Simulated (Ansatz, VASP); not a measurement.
**Two plane-wave programs on AlNi3**

```xyz
4
Lattice="0.0000 2.7984 2.5745 2.7984 0.0000 2.5745 2.7984 2.7984 0.0000" Properties=species:S:1:pos:R:3 pbc="T T T"
Al    2.7984    2.7984    2.5745
Ni    1.3992    1.3992    1.2873
Ni    0.0000    0.0000    0.0000
Ni    4.1976    4.1976    3.8618
```

Change from the starting cell: strain +0.000 along x and y, -0.080 along z, atoms carried along.

Alike in both runs: task single point; functional PBEsol; k mesh 14 × 14 × 14; occupations gaussian, width 0.15 eV; no spin polarisation.

|  | VASP | Ansatz |
| --- | --- | --- |
| version | VASP 6.6.1 | Ansatz 0.2.0 |
| potentials or method | VASP PAW PBE potentials, release 64 (Al, Ni), cutoff 520 eV | scalar-relativistic, plane waves, PAW |
| valence electrons in the cell | 33 | 57 |

|  | VASP | Ansatz | Ansatz less VASP |
| --- | --- | --- | --- |
| gap on the k mesh at the Fermi level (eV) | none | none | - |
| pressure (GPa) | 20.6 | 20.6 | +0.06 |
| traceless stress, the component that is largest in VASP (GPa) | 2.18 | 2.08 | -0.097 |

VASP's potentials were made for PBE, not for PBEsol. A gap of «none» marks a metal or a gap that the smearing closes. The functional is the same, so the differences come from potentials, cutoffs and numerics. VASP's potentials hold 33 valence electrons a cell and Ansatz's 57, so a difference there can come from the potentials and not from the codes.
